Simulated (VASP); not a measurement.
HfH2:

```xyz
3
Lattice="-1.7390 1.7390 2.1805 1.7390 -1.7390 2.1805 1.7390 1.7390 -2.1805" Properties=species:S:1:pos:R:3 pbc="T T T"
Hf    0.0000    0.0000    0.0000
H     0.0000    1.7390    1.0902
H     1.7390    0.0000    1.0902
```

```yaml
Program: VASP 6.6.1
Task: relaxation of cell and atoms
Functional: PBEsol
Potentials_or_basis: VASP PAW PBE potentials, release 64 (Hf_pv, H)
Cutoff: 600 eV
k_mesh: 16 × 16 × 16
Occupations: gaussian, width 0.1 eV
Spin: no spin polarisation
```

At the start: pressure -5.6 GPa; volume 8.79 Å³/atom.

Question: Where does the relaxation end?

Answer: Over 6 steps the energy falls by 6.8 meV/atom and the volume is 8.44 Å³/atom (-4.0 %); space group I4/mmm (No. 139, to 0.05 Å).

The path:
```csv
step,energy change (eV),largest force (eV/Å),pressure (GPa),volume (Å³)
1,0.0000,0.0000,-5.62,26.38
2,-0.0181,0.0000,1.05,25.22
3,-0.0185,0.0000,0.09,25.37
4,-0.0192,0.0000,0.07,25.36
5,-0.0203,0.0000,0.03,25.34
6,-0.0205,0.0000,0.02,25.33
```

Final structure:
```
Hf H
1.0
    -1.72993    1.72993    2.11605
     1.72993   -1.72993    2.11605
     1.72993    1.72993   -2.11605
Hf H
1 2
Cartesian
  1.7299 1.7299 2.1161
  0.0000 1.7299 1.0580
  1.7299 0.0000 1.0580
```

Caveat: the PAW data sets were made with another functional, which shifts forces and pressure a little.
